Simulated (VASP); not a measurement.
Write the native input for VASP 6.6.1 that does the following.

| Property | Result |
| --- | --- |
| Task | single point |
| Functional | PBE |
| Potentials or basis | VASP PAW PBE potentials, release 64 (Be) |
| Cutoff | 520 eV |
| k mesh | 12 × 12 × 6 |
| Occupations | fermi-dirac, width 0.1 eV |
| Spin | no spin polarisation |
| Dipole correction | no |
| Further INCAR settings | ALGO = Normal; EDIFF = 1e-06; NBANDS = 9 |

The structure of Be lies in POSCAR:

```
Be
1.0
    2.2647826536      0.0000000000      0.0000000000
   -1.1323913268      1.9613593121      0.0000000000
    0.0000000000      0.0000000000      3.5741024600
Be
2
Direct
    0.3333333333      0.6666666667      0.7500000000
    0.6666666667      0.3333333333      0.2500000000
```

One way to write it, as run:

INCAR

```
SYSTEM = Be
ALGO = Normal ; EDIFF = 1E-6
ENCUT = 520 ; GGA = PE
ISIF = 2 ; ISMEAR = -1
LASPH = .TRUE. ; LCHARG = .FALSE.
LREAL = .FALSE. ; LWAVE = .FALSE.
NBANDS = 9 ; NELM = 100
PREC = Accurate ; SIGMA = 0.1
```

KPOINTS

```
k-points
0
G
  12 12 6
  0 0 0
```

Potentials or basis: VASP PAW PBE potentials, release 64 (Be).

Run with:

```bash
$ cat potpaw_PBE.64/Be/POTCAR > POTCAR
$ mpirun -np 1 vasp_std > vasp.out
```

Results of the run:

```
Pressure               : -0.4 GPa
Band gap on the k mesh : zero (band 2 reaches 7.80 eV, above the bottom of band 3 at 5.91 eV)
```

Wall time 6.6 s on 1 thread of Intel(R) Xeon(R) Platinum 8259CL CPU @ 2.50GHz (Skylake/Cascade Lake), on a shared host, peak memory 0.12 GiB.
